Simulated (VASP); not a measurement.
Here is a VASP 6.6.1 calculation.

The input INCAR:

```
PREC = Accurate ; ENCUT = 520
EDIFF = 1E-6 ; ISMEAR = 0
SIGMA = 0.02 ; LREAL = Auto
LASPH = T ; NELM = 150
ALGO = Normal ; ISIF = 2
LWAVE = F ; LCHARG = F
ISPIN = 2 ; MAGMOM = 0 0 0 0 0 0 0 0 0 0 0 0 0 0 0 0 0 0 0 0 0 0 0 0 0 0 0 0 0 0 0 0 0 0 0 0 0 0 0 0 0 0 0 0 0 0 0 0 0 0 0 0 0 0 0 0 0 0 0 0 0 0 0
LORBIT = 11 ; GGA = PE
IVDW = 12 ; NBANDS = 172
NELECT = 259.0
```

File KPOINTS:

```
regular mesh
0
Gamma
  1 1 1
```

File POSCAR:

```
GaSi62
1.0
   10.8600000000      0.0000000000      0.0000000000
    0.0000000000     10.8600000000      0.0000000000
    0.0000000000      0.0000000000     10.8600000000
Si Ga
62 1
Direct
    0.5000227440      0.0008220074     -0.0002780847
    0.6241929098      0.1258405157      0.1250674033
    0.7492112339      0.2500107735     -0.0002784530
    0.8767915285      0.3754216390      0.1246300184
    0.7506189687     -0.0005855433      0.2502860037
    0.8763336096      0.1258807551      0.3732658379
   -0.0046080110      0.0012630755     -0.0046693370
    0.1241853591      0.1251187845      0.1241249540
    0.2499010129      0.2505592081      0.0017748619
    0.3758029466      0.3742310313      0.1270521179
    0.4994739411      0.5001330571      0.0017742173
    0.6249151934      0.6258488950      0.1241228361
    0.7487718232      0.7546429098     -0.0046700737
    0.8737951197      0.8762395028      0.1230351750
    0.2513647330      0.0005051565      0.2513041436
    0.3806241252      0.1225860958      0.3805622468
    0.5013476980      0.2486865562      0.2531324125
    0.6274478821      0.3694106814      0.3805618785
    0.7495287293      0.4986696133      0.2513028545
    0.8767914365      0.6253429098      0.3745503683
    0.5068204420     -0.0055329650      0.5067589319
    0.7555641805      0.2432124309      0.5067600368
    0.8763330571      0.3767070902      0.6240919890
    0.8683754144      0.1257157459      0.8683141805
   -0.0005744936      0.5013867403     -0.0006360037
    0.1248106814      0.6252226519      0.1247492634
    0.2486461326      0.7506084715     -0.0006358195
    0.3746113260      0.8732423573      0.1246302026
    0.0018351750      0.2505589319      0.2498406077
    0.1271127072      0.3742302026      0.3757427256
    0.2504176796      0.4996151013      0.2503576427
    0.3758031308      0.6229204420      0.3757416206
    0.4994742173      0.7481975138      0.2498388582
    0.6241523020      0.8736986188      0.3732642726
   -0.0002171271      0.0008223757      0.4999616943
    0.1251290055      0.1258406998      0.6241314917
    0.2531947514      0.2486862799      0.5012865562
    0.3806243094      0.3694103131      0.6273870166
    0.5013477901      0.4968400552      0.5012861878
    0.6241930939      0.6249054328      0.6241316759
    0.7492112339      0.7502511971      0.4999612339
    0.8683754144      0.8816583794      0.6242566298
    0.2503475138     -0.0005848987      0.7505580110
    0.3733265193      0.1258809392      0.8762738490
    0.5068210866      0.2432127072      0.7555051565
    0.6241526703      0.3767078269      0.8762735727
    0.7506188766      0.4996872007      0.7505584715
    0.8737953959      0.6269377532      0.8737334254
   -0.0005742173      0.7506083794      0.2485850829
    0.1246913444      0.8732419890      0.3745510129
    0.0018345304      0.5001323204      0.4994134438
    0.1241850829      0.6258476059      0.6248535912
    0.2499011050      0.7481975138      0.4994134438
    0.3733260589      0.8736990792      0.6240918048
   -0.0002176796      0.2500104052      0.7491494475
    0.1246908840      0.3754210866      0.8767299263
    0.2513646409      0.4986685083      0.7494674954
    0.3746113260      0.6253428177      0.8767300184
    0.5000226519      0.7502509208      0.7491500921
    0.6243179558      0.8816593923      0.8683130755
   -0.0046074586      0.7546419890      0.7487098527
    0.1230964088      0.8762395948      0.8737334254
    0.6539103131      0.0961198895      0.6538521179
```

Potentials or basis: VASP PAW PBE potentials, release 64 (Si, Ga_d).

Command:

```console
$ cat potpaw_PBE.64/Si/POTCAR potpaw_PBE.64/Ga_d/POTCAR > POTCAR
$ mpirun -np 1 vasp_gam > vasp.out
```

(1) What does it give for the largest force?

(2) Predict the dispersion energy per atom.

Results:

(1) 0.215 eV/Å.

(2) -0.314 eV.

Caveat: the k points lie up to 0.58 Å⁻¹ apart; the cell carries a net charge on a neutralising background, which shifts energy and pressure; no moment was typed at the start, so none could form.
